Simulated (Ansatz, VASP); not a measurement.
**Rb in VASP and in Ansatz**

```
CELL_PARAMETERS angstrom
0.00000 3.60856 3.60856
3.60856 0.00000 3.60856
3.60856 3.60856 0.00000
ATOMIC_POSITIONS crystal
Rb 0.00000 0.00000 0.00000
```

Alike in both runs: functional PBE; k mesh 10 × 10 × 10; occupations fermi-dirac, width 0.05 eV; no spin polarisation.

Ansatz relaxed the structure, and its values are those at the end. VASP's run is a single point on that final structure, the one shown.

|  | VASP | Ansatz |
| --- | --- | --- |
| version | VASP 6.6.1 | Ansatz 0.2.0 |
| potentials or method | VASP PAW PBE potentials, release 64 (Rb_sv), cutoff 520 eV | all-electron LAPW, non-relativistic |

Ansatz gave:

| Item | Value |
| --- | --- |
| pressure (GPa) | 0.0 |

**Question.** Which values does VASP return?

**Answer.** Pressure (GPa): -0.1.

Ansatz ran all-electron here, and VASP with PAW potentials.
